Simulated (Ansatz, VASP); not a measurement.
Two plane-wave programs on MgO

```xyz
2
Lattice="0.0000 2.1085 2.1085 2.1085 0.0000 2.1085 2.1085 2.1085 0.0000" Properties=species:S:1:pos:R:3 pbc="T T T"
Mg    0.0000    0.0000    0.0000
O     2.1223    2.0744    2.0747
```

Alike in both runs: task single point; functional PBE; k mesh 12 × 12 × 12; occupations gaussian, width 0.05 eV; no spin polarisation.

```csv
,VASP,Ansatz
version,VASP 6.6.1,Ansatz 0.2.0
potentials or method,"VASP PAW PBE potentials, release 64 (Mg, O), cutoff 520 eV","scalar-relativistic, plane waves, PAW"
valence electrons in the cell,8,16
```

```csv
,VASP,Ansatz,Ansatz less VASP
gap on the k mesh at the Fermi level (eV),4.69,4.71,+0.017
pressure (GPa),3.6,4.3,+0.75
"traceless stress, the component that is largest in VASP (GPa)",-0.23,-0.23,+0.003
rms of the force components (eV/Å),0.158,0.155,-0.0024
```

Atom by atom the forces differ by 0.002 eV/Å (rms over components). The functional is the same, so the differences come from potentials, cutoffs and numerics. VASP's potentials hold 8 valence electrons a cell and Ansatz's 16, so a difference there can come from the potentials and not from the codes.
